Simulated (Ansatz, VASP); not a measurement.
# One calculation of TiO, two programs

```
CELL_PARAMETERS angstrom
2.88160 0.00000 0.00000
-1.44080 2.49554 0.00000
0.00000 0.00000 2.57030
ATOMIC_POSITIONS crystal
Ti 0.66667 0.33333 0.00000
O 0.00000 0.00000 0.50000
```

Alike in both runs: task single point; functional PBEsol; k mesh 18 × 18 × 16; occupations gaussian, width 0.15 eV; no spin polarisation.

|  | VASP | Ansatz |
| --- | --- | --- |
| version | VASP 6.6.1 | Ansatz 0.2.0 |
| potentials or method | VASP PAW PBE potentials, release 64 (Ti_sv, O), cutoff 520 eV | scalar-relativistic, plane waves, PAW |
| valence electrons in the cell | 18 | 18 |

|  | VASP | Ansatz | Ansatz less VASP |
| --- | --- | --- | --- |
| gap on the k mesh at the Fermi level (eV) | none | none | - |
| pressure (GPa) | 10.2 | 9.3 | -0.83 |
| traceless stress, the component that is largest in VASP (GPa) | 36.02 | 35.92 | -0.092 |

VASP's potentials were made for PBE, not for PBEsol, and Ansatz warns of the same on its side. A gap of «none» marks a metal or a gap that the smearing closes. The functional is the same, so the differences come from potentials, cutoffs and numerics.
